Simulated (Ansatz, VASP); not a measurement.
**InAs in VASP and in Ansatz**

```xyz
2
Lattice="0.0000 3.1152 3.1152 3.1152 0.0000 3.1152 3.1152 3.1152 0.0000" Properties=species:S:1:pos:R:3 pbc="T T T"
In    0.0000    0.0000    0.0000
As    4.6728    4.6728    4.6728
```

Alike in both runs: task single point; functional r2SCAN; k mesh 12 × 12 × 12; occupations gaussian, width 0.1 eV; no spin polarisation.

|  | VASP | Ansatz |
| --- | --- | --- |
| version | VASP 6.6.1 | Ansatz 0.2.0 |
| potentials or method | VASP PAW PBE potentials, release 64 (In_d, As), cutoff 520 eV | scalar-relativistic, plane waves, PAW |
| valence electrons in the cell | 18 | 28 |

```csv
,VASP,Ansatz,Ansatz less VASP
gap on the k mesh at the Fermi level (eV),none,none,-
pressure (GPa),-3.0,-2.9,+0.01
```

VASP's potentials were made for PBE, not for r2SCAN. A gap of «none» marks a metal or a gap that the smearing closes. VASP's potentials hold 18 valence electrons a cell and Ansatz's 28, so a difference there can come from the potentials and not from the codes.
